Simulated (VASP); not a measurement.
Input of a VASP 6.6.1 run:

File INCAR:

```
SYSTEM = Pb
PREC = Accurate
ENCUT = 520
EDIFF = 1E-6
ISMEAR = 0
SIGMA = 0.1
LREAL = .False.
LASPH = .True.
NELM = 60
ALGO = Normal
ISIF = 2
LWAVE = .False.
LCHARG = .False.
GGA = PE
NBANDS = 13
```

File KPOINTS:

```
Automatic mesh
0
Gamma
  14 14 14
  0 0 0
```

POSCAR

```
Pb
1.0
    0.0000000000      2.5211473275      2.5211473275
    2.5211473275      0.0000000000      2.5211473275
    2.5211473275      2.5211473275      0.0000000000
Pb
1
Direct
    0.0000000000      0.0000000000      0.0000000000
```

Potentials or basis: VASP PAW PBE potentials, release 64 (Pb_d).

Command:

```console
$ cat potpaw_PBE.64/Pb_d/POTCAR > POTCAR
$ mpirun -np 1 vasp_std > vasp.out
```

Problem. Estimate the pressure.

Solution. -0.1 GPa.

Problem. Estimate the band gap on the k mesh.

Solution. Zero (band 7 reaches 13.66 eV, above the bottom of band 8 at 5.23 eV).

Caveat: spin-orbit coupling is left out, which moves the levels of the heavy elements.
